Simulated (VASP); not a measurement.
# CsLa5 (P6/mmm) in VASP: further runs

CsLa5 is run at these levels: PBE; tasks: relaxation of cell and atoms, single point.

Program: VASP 6.6.1. These are calculated values, not measurements. Logs are shortened: lines on timing, memory, paths and dates and some standing lists are left out, and cuts for length are marked.

## (1) The cell of the first run

The structure is hexagonal, space group P6/mmm (No. 191). Conventional cell: a = 7.262 Å, b = 7.262 Å, c = 5.904 Å, α = 90.00°, β = 90.00°, γ = 120.00°. Within 5.5 Å of Cs (site symmetry 6/mmm) lie 18 La at 4.19 to 4.68 Å. La (site symmetry -6m2) has 9 La at 3.62 to 4.19 Å and 3 Cs at 4.19 Å within 4.8 Å. Within 4.8 Å of La (site symmetry mmm) lie 8 La at 3.62 to 3.63 Å and 4 Cs at 4.68 Å.

## (2) Relaxation of cell and atoms, PBE

File INCAR:

```
PREC = Accurate
ENCUT = 600
EDIFF = 1E-6
ISMEAR = 0
SIGMA = 0.1
LREAL = F
LASPH = T
NELM = 100
ALGO = Normal
ISIF = 3
LWAVE = F
LCHARG = F
GGA = PE
IBRION = 2
NSW = 100
EDIFFG = -0.01
```

File KPOINTS:

```
Automatic mesh
0
Gamma
  6 6 6
```

File POSCAR:

```
CsLa5
1.0
    7.2623081220      0.0000000000      0.0000000000
   -3.6311540610      6.2893433237      0.0000000000
    0.0000000000      0.0000000000      5.9044070554
Cs La
1 5
Direct
    0.0000000000      0.0000000000      0.0000000000
    0.3333333333      0.6666666667      0.0000000000
    0.6666666667      0.3333333333      0.0000000000
    0.5000000000      0.0000000000      0.5000000000
    0.5000000000      0.5000000000      0.5000000000
    0.0000000000      0.5000000000      0.5000000000
```

Potentials or basis: VASP PAW PBE potentials, release 64 (Cs_sv, La).

Started as:

```
$ cat potpaw_PBE.64/Cs_sv/POTCAR potpaw_PBE.64/La/POTCAR > POTCAR
$ mpirun -np 1 vasp_std > vasp.out
```

OUTCAR:

```text
PREC = Accurate
   ENCUT = 600
   EDIFF = 1E-6
   ISMEAR = 0
   LREAL = F
   LASPH = T
   NELM = 100
   ISIF = 3
   GGA = PE
   IBRION = 2
   NSW = 100
   EDIFFG = -0.01

 ion  position               nearest neighbor table
   1  0.000  0.000  0.000-
   2  0.333  0.667  0.000-   4 3.62   4 3.62   6 3.62   6 3.62   5 3.62   5 3.62
   3  0.667  0.333  0.000-   4 3.62   4 3.62   6 3.62   6 3.62   5 3.62   5 3.62
   4  0.500  0.000  0.500-   2 3.62   3 3.62   2 3.62   3 3.62   5 3.63   6 3.63   5 3.63   6 3.63

   5  0.500  0.500  0.500-   2 3.62   3 3.62   2 3.62   3 3.62   4 3.63   4 3.63   6 3.63   6 3.63

   6  0.000  0.500  0.500-   2 3.62   3 3.62   2 3.62   3 3.62   4 3.63   4 3.63   5 3.63   5 3.63

  LATTYP: Found a hexagonal cell.
 ALAT       =     7.2623081220
 C/A-ratio  =     0.8130207306

  Lattice vectors:

 A1 = (   7.2623081220,   0.0000000000,   0.0000000000)
 A2 = (  -3.6311540610,   6.2893433237,   0.0000000000)
 A3 = (   0.0000000000,   0.0000000000,   5.9044070554)

Analysis of symmetry for initial positions (statically):
=====================================================================
 Subroutine PRICEL returns:
 Original cell was already a primitive cell.

 Routine SETGRP: Setting up the symmetry group for a
 hexagonal supercell.

 Subroutine GETGRP returns: Found 24 space group operations
 (whereof 24 operations were pure point group operations)
 out of a pool of 24 trial point group operations.

The static configuration has the point symmetry D_6h.

Analysis of symmetry for dynamics (positions and initial velocities):
=====================================================================
 Subroutine PRICEL returns:
 Original cell was already a primitive cell.

 Routine SETGRP: Setting up the symmetry group for a
 hexagonal supercell.

 Subroutine GETGRP returns: Found 24 space group operations
 (whereof 24 operations were pure point group operations)
 out of a pool of 24 trial point group operations.

The dynamic configuration has the point symmetry D_6h.

 Subroutine INISYM returns: Found 24 space group operations
 (whereof 24 operations are pure point group operations),
 and found     1 'primitive' translations

----------------------------------------------------------------------------------------

                                     Primitive cell

  volume of cell :     269.6847

  direct lattice vectors                    reciprocal lattice vectors
     7.262308122  0.000000000  0.000000000     0.137697270  0.079499556  0.000000000
    -3.631154061  6.289343324  0.000000000     0.000000000  0.158999111  0.000000000
     0.000000000  0.000000000  5.904407055     0.000000000  0.000000000  0.169365017

  length of vectors
     7.262308122  7.262308122  5.904407055     0.158999111  0.158999111  0.169365017

  position of ions in fractional coordinates (direct lattice)
     0.000000000  0.000000000  0.000000000
     0.333333333  0.666666667  0.000000000
     0.666666667  0.333333333  0.000000000
     0.500000000  0.000000000  0.500000000
     0.500000000  0.500000000  0.500000000
     0.000000000  0.500000000  0.500000000

  ion indices of the primitive-cell ions
   primitive index   ion index
                 1           1
                 2           2
                 3           3
                 4           4
                 5           5
                 6           6

----------------------------------------------------------------------------------------

 KPOINTS: Automatic mesh

Automatic generation of k-mesh.
 Grid dimensions read from file:
 generate k-points for:    6    6    6

 Generating k-lattice:

  Cartesian coordinates                     Fractional coordinates (reciprocal lattice)
     0.022949545  0.013249926  0.000000000     0.166666667  0.000000000  0.000000000
     0.000000000  0.026499852  0.000000000     0.000000000  0.166666667  0.000000000
     0.000000000  0.000000000  0.028227503     0.000000000  0.000000000  0.166666667

  Length of vectors
     0.026499852  0.026499852  0.028227503

  Shift w.r.t. Gamma in fractional coordinates (k-lattice)
     0.000000000  0.000000000  0.000000000

 Subroutine IBZKPT returns following result:
 ===========================================

 Found     28 irreducible k-points:

 Following reciprocal coordinates:
            Coordinates               Weight
  0.000000  0.000000  0.000000      1.000000
  0.166667  0.000000  0.000000      6.000000
  0.333333  0.000000  0.000000      6.000000
  0.500000 -0.000000  0.000000      3.000000
  0.166667  0.166667  0.000000      6.000000
  0.333333  0.166667  0.000000     12.000000
[... 16 lines left out ...]
  0.166667  0.000000  0.500000      6.000000
  0.333333  0.000000  0.500000      6.000000
 [... further k-points ...]
   k-points           NKPTS =     28   k-points in BZ     NKDIM =     28   number of bands    NBANDS=     38
   number of dos      NEDOS =    301   number of ions     NIONS =      6
   total plane-waves  NPLWV = 172800
   dimension x,y,z NGX =    60 NGY =   60 NGZ =   48
   dimension x,y,z NGXF=   120 NGYF=  120 NGZF=   96
   ions per type =               1   5
   NGX,Y,Z   is equivalent  to a cutoff of  13.73, 13.73, 13.51 a.u.
   NGXF,Y,Z  is equivalent  to a cutoff of  27.47, 27.47, 27.03 a.u.
 SYSTEM =  unknown system
   PREC   = accura    normal or accurate (medium, high low for compatibility)
   ISTART =      0    job   : 0-new  1-cont  2-samecut
   ICHARG =      2    charge: 1-file 2-atom 10-const
   ISPIN  =      1    spin polarized calculation?
   LNONCOLLINEAR =      F non collinear calculations
   LSORBIT =      F    spin-orbit coupling
   LASPH  =      T    aspherical Exc in radial PAW
   ENCUT  =  600.0 eV  44.10 Ry    6.64 a.u.  14.50 14.50 11.79*2*pi/ulx,y,z
   NELM   =    100;   NELMIN=  2; NELMDL= -5     # of ELM steps
   EDIFF  = 0.1E-05   stopping-criterion for ELM
   LREAL  =      F    real-space projection
   EDIFFG = -.1E-01   stopping-criterion for IOM
   NSW    =    100    number of steps for IOM
   IBRION =      2    ionic relax: 0-MD 1-quasi-New 2-CG
   NFREE  =      1    steps in history (QN), initial steepest desc. (CG)
   ISIF   =      3    stress and relaxation
   ISYM   =      2    0-nonsym 1-usesym 2-fastsym
   POTIM  = 0.5000    time-step for ionic-motion
   TEBEG  =    0.0;   TEEND  =   0.0 temperature during run
   PSTRESS=    0.0 pullay stress
   NELECT =      64.0000    total number of electrons
   NUPDOWN=      -1.0000    fix difference up-down
   EMIN   =  10.00;   EMAX   =-10.00  energy-range for DOS
   EFERMI =   0.00;   METHOD = LEGACY
   ISMEAR =     0;   SIGMA  =   0.10  broadening in eV -4-tet -1-fermi 0-gaus
   EFERMI_NEDOS =   21; number of points for ismear=-14 and -15
   IALGO  =     38    algorithm
   IMIX   =      4    mixing-type and parameters
     AMIX     =   0.40;   BMIX     =  1.00
     AMIX_MAG =   1.60;   BMIX_MAG =  1.00
  volume/ion in A,a.u.               =      44.95       303.32
  Fermi-wavevector in a.u.,A,eV,Ry     =   1.013560  1.915350 13.977314  1.027304
  Thomas-Fermi vector in A             =   2.146736
   LORBIT       =      0    0 simple, 1 ext, 2 COOP (PROOUT), +10 PAW based schemes
   GGA     = PE    functional components
   LHFCALC =     F    Hartree Fock is set to
   AEXX    =    0.0000 exact exchange contribution
   IVDW    =     0    specifies the selected vdW correction
   LEPSILON=     F    determine dielectric tensor
   LRPA    =     F    only Hartree local field effects (RPA)
 conjugate gradient relaxation of ions
 non-spin polarized calculation
 Gauss-broadening in eV      SIGMA  =   0.10
  energy-cutoff  :      600.00
  volume of cell :      269.68
 maximum number of plane-waves:      9041
 NGX is ok and might be reduce to    60
   NGX = 29   NGY = 29   NGZ = 23

--------------------------------------- Ionic step        1  -------------------------------------------

 number of electron      64.0000006 magnetization

 Free energy of the ion-electron system (eV)
  ---------------------------------------------------
  ext. energy  EPLUGINS =         0.00000000
  ---------------------------------------------------
  free energy    TOTEN  =       -22.57624706 eV

  energy without entropy =      -22.52084829  energy(sigma->0) =      -22.54854767

------------------------ aborting loop because EDIFF is reached ----------------------------------------

  FORCE on cell =-STRESS in cart. coord.  units (eV):
  Direction    XX          YY          ZZ          XY          YZ          ZX
  --------------------------------------------------------------------------------------
  -------------------------------------------------------------------------------------
  Total        0.0794020      0.0794020      0.7488356     -0.0000000     -0.0000000     -0.0000000
  in kB        0.4717217      0.4717217      4.4487790     -0.0000000     -0.0000000     -0.0000000
  external PRESSURE =       1.7974074 kB  Pullay stress =       0.0000000 kB
[... 185 lines left out ...]
  energy  without entropy=      -22.5253178596  energy(sigma->0) =      -22.55366853

--------------------------------------- Ionic step        6  -------------------------------------------

 number of electron      63.9999999 magnetization

 Free energy of the ion-electron system (eV)
  ---------------------------------------------------
  ext. energy  EPLUGINS =         0.00000000
  ---------------------------------------------------
  free energy    TOTEN  =       -22.58255032 eV

  energy without entropy =      -22.52582821  energy(sigma->0) =      -22.55418926

 E-fermi :   5.4455     XC(G=0):  -8.5927

 val. band max:        5.4405305333   @ k =   0.3333   0.0000   0.3333
 cond. band min:       5.4497415921   @ k =   0.1667   0.0000   0.1667
 fundamental gap:      0.0092110588
 Fermi energy:         5.4455350416

 k-point     1 :       0.0000    0.0000    0.0000
  band No.  band energies     occupation
      1     -27.5858      2.00000
      2     -27.4513      2.00000
      3     -27.3804      2.00000
      4     -27.3481      2.00000
      5     -27.3481      2.00000
      6     -16.6582      2.00000
[... 973 lines left out ...]
     37       6.1135      0.00000
     38       6.1367      0.00000

 [... further k-points ...]
[... 5 lines left out ...]
  --------------------------------------------------------------------------------------
  -------------------------------------------------------------------------------------
  Total       -0.0313268     -0.0313268     -0.0024235      0.0000000     -0.0000000      0.0000000
  in kB       -0.1842442     -0.1842442     -0.0142532      0.0000000     -0.0000000      0.0000000
  external PRESSURE =      -0.1275805 kB  Pullay stress =       0.0000000 kB
[... 21 lines left out ...]
  FREE ENERGIE OF THE ION-ELECTRON SYSTEM (eV)
  ---------------------------------------------------
  free  energy   TOTEN  =       -22.5825503152 eV

  energy  without entropy=      -22.5258282099  energy(sigma->0) =      -22.55418926

 reached required accuracy - stopping structural energy minimisation
```

Wall time 19 min (1 thread of Intel Xeon 6975P-C (Granite Rapids), shared host); peak memory 0.67 GiB.

What came out:

| Property | Result |
| --- | --- |
| Free energy | -22.5826 eV |
| Relaxed volume | 45.40 Å³/atom |
| Relaxed cell | a = 7.238 Å, b = 7.238 Å, c = 6.004 Å, α = 90.00°, β = 90.00°, γ = 120.00° |
| Space group after relaxing (to 0.05 Å) | P6/mmm (No. 191) |
| Energy gained by relaxing | 1.1 meV/atom |
| Ionic steps | 6 |
| Pressure after relaxing | 0.0 GPa |
| Band gap on the k mesh | zero (band 32 reaches 5.58 eV, above the bottom of band 33 at 5.32 eV) |

Step by step:
```tsv
step	energy change (eV)	largest force (eV/Å)	pressure (GPa)	volume (Å³)
1	0.0000	0.0000	0.18	269.68
2	-0.0035	0.0000	0.06	271.65
3	-0.0049	0.0000	-0.07	273.65
4	-0.0049	0.0000	-0.08	273.86
5	-0.0058	0.0000	-0.05	273.22
6	-0.0063	0.0000	-0.01	272.42
```

Final structure:
```yaml
crystal:
  lattice:
    - [7.23799, 0.00000, 0.00000]
    - [-3.61899, 6.26828, 0.00000]
    - [0.00000, 0.00000, 6.00436]
  atoms:
    - { symbol: Cs, position: [0.00000, 0.00000, 0.00000] }
    - { symbol: La, position: [0.33333, 0.66667, 0.00000] }
    - { symbol: La, position: [0.66667, 0.33333, 0.00000] }
    - { symbol: La, position: [0.50000, 0.00000, 0.50000] }
    - { symbol: La, position: [0.50000, 0.50000, 0.50000] }
    - { symbol: La, position: [0.00000, 0.50000, 0.50000] }
```

Caveat: spin-orbit coupling is left out, which moves the levels of the heavy elements.

## (3) Single point, PBE

This run uses another cell than the first one, of 37.12 Å³/atom, 0.826 times its volume.

File INCAR:

```
SYSTEM = CsLa5
PREC = Accurate
ENCUT = 520
EDIFF = 1E-7
ISMEAR = 0
SIGMA = 0.1
LREAL = .FALSE.
LASPH = .TRUE.
NELM = 80
ALGO = Normal
ISIF = 2
LWAVE = .FALSE.
LCHARG = .TRUE.
GGA = PE
LELF = .TRUE.
LVHAR = .TRUE.
NBANDS = 41
```

File KPOINTS:

```
regular mesh
0
G
  3 3 4
  0 0 0
```

File POSCAR:

```
CsLa5
1.0
    6.8718019200      0.0000000000      0.0000000000
   -3.4359009600      5.9511550400      0.0000000000
    0.0000000000      0.0000000000      5.4457863100
Cs La
1 5
Direct
    0.0000000000      0.0000000000      0.0000000000
    0.3333333300      0.6666666700      0.0000000000
    0.6666666700      0.3333333300      0.0000000000
    0.5000000000      0.0000000000      0.5000000000
    0.5000000000      0.5000000000      0.5000000000
    0.0000000000      0.5000000000      0.5000000000
```

Potentials or basis: VASP PAW PBE potentials, release 64 (Cs_sv, La).

Started as:

```
$ cat potpaw_PBE.64/Cs_sv/POTCAR potpaw_PBE.64/La/POTCAR > POTCAR
$ mpirun -np 1 vasp_std > vasp.out
```

Run time: 2.6 min. Hardware: 1 thread of Intel Xeon Platinum 8488C (Sapphire Rapids), shared host; peak memory 0.36 GiB.

It converged, with:

| Quantity | Value |
| --- | --- |
| Free energy | -21.9010 eV |
| Pressure | 4.3 GPa |
| Band gap on the k mesh | zero (band 32 reaches 7.32 eV, above the bottom of band 33 at 7.04 eV) |

Stress tensor (GPa, compression positive):
```
3.94 0.00 0.00
0.00 3.94 0.00
0.00 0.00 5.04
```

Levels at points of the mesh, in eV from the Fermi level:
| k point | band 29 | band 30 | band 31 | band 32 | band 33 | band 34 | band 35 | band 36 |
| --- | --- | --- | --- | --- | --- | --- | --- | --- |
| (0.00, 0.00, 0.00) | -0.89 | -0.62 | -0.62 | 0.14 | 0.14 | 0.42 | 1.09 | 1.09 |
| (0.00, 0.00, 0.50) | -1.08 | -0.69 | -0.22 | -0.22 | 0.25 | 0.25 | 0.86 | 0.86 |

Caveat: spin-orbit coupling is left out, which moves the levels of the heavy elements.

## (4) Single point, PBE

INCAR, as its differences from that of step 3:

```diff
@@ -3,3 +3,3 @@
 ENCUT = 520
-EDIFF = 1E-7
+EDIFF = 1E-6
 ISMEAR = 0
@@ -8,3 +8,3 @@
 LASPH = .TRUE.
-NELM = 80
+NELM = 100
 ALGO = Normal
```

KPOINTS is that of step 3.

File POSCAR:

```
CsLa5
1.0
    7.2623081220      0.0000000000      0.0000000000
   -3.6311540610      6.2893433237      0.0000000000
    0.0000000000      0.0000000000      5.9044070554
Cs La
1 5
Direct
    0.0000000000      0.0000000000      0.0000000000
    0.3333333333      0.6666666667      0.0000000000
    0.6666666667      0.3333333333      0.0000000000
    0.5000000000      0.0000000000      0.5000000000
    0.5000000000      0.5000000000      0.5000000000
    0.0000000000      0.5000000000      0.5000000000
```

Started as:

```
$ cat potpaw_PBE.64/Cs_sv/POTCAR potpaw_PBE.64/La/POTCAR > POTCAR
$ mpirun -np 1 vasp_std > vasp.out
```

Run time: 1.9 min. Hardware: 1 thread of AMD EPYC 9R14 (Zen 4), shared host; peak memory 0.37 GiB.

It converged, with:

```yaml
Free_energy: -22.5309 eV
Pressure: 0.2 GPa
Band_gap_on_the_k_mesh: zero (band 32 reaches 5.60 eV, above the bottom of band 33 at 5.40 eV)
```

Levels at points of the mesh, in eV from the Fermi level:
```
           k point  band 30  band 31  band 32  band 33  band 34  band 35
(0.00, 0.00, 0.00)    -0.41    -0.41    -0.06    -0.06     0.02     0.86
(0.00, 0.00, 0.50)    -0.69    -0.16    -0.16     0.32     0.32     0.61
```

Caveat: spin-orbit coupling is left out, which moves the levels of the heavy elements.

(Continued in part 2 of 2.)
